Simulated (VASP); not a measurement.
Wanted: the native input for a VASP 6.6.1 run.

* Task: single point
* Functional: PBE
* Potentials or basis: VASP PAW PBE potentials, release 64 (Ni)
* Cutoff: 520 eV
* k mesh: 20 × 20 × 20
* Occupations: gaussian, width 0.05 eV
* Spin: collinear spin, ferromagnetic start
* Starting moments: [2.0] μB
* Dipole correction: no
* Further INCAR settings: ALGO = Normal; EDIFF = 1e-06; NBANDS = 15

The structure of Ni lies in POSCAR:

```
Ni
1.0
    0.0000000000      1.7619350000      1.7619350000
    1.7619350000      0.0000000000      1.7619350000
    1.7619350000      1.7619350000      0.0000000000
Ni
1
Direct
    0.0000000000      0.0000000000      0.0000000000
```

One way to write it, as run:

INCAR

```
ALGO = Normal ; EDIFF = 1E-6
ENCUT = 520 ; GGA = PE
ISIF = 2 ; ISMEAR = 0
ISPIN = 2 ; LASPH = True
LCHARG = True ; LELF = True
LMAXMIX = 4 ; LORBIT = 11
LREAL = False ; LVHAR = True
LWAVE = False ; MAGMOM = 2
NBANDS = 15 ; NELM = 150
PREC = Accurate ; SIGMA = 0.05
```

KPOINTS

```
k-points
0
Gamma
  20 20 20
```

Potentials or basis: VASP PAW PBE potentials, release 64 (Ni).

Command:

```sh
$ cat potpaw_PBE.64/Ni/POTCAR > POTCAR
$ mpirun -np 1 vasp_std > vasp.out
```

Results of the run:

| Quantity | Value |
| --- | --- |
| Pressure | -1.0 GPa |
| Net moment | 0.63 μB per cell |
| Site moments | Ni +0.64 μB |
| Valence electrons inside the program's atomic spheres | Ni 9.30 |

Run time: 37 s on 1 thread of Intel(R) Xeon(R) 6975P-C (Granite Rapids), with other jobs on the host, peak memory 0.17 GiB.
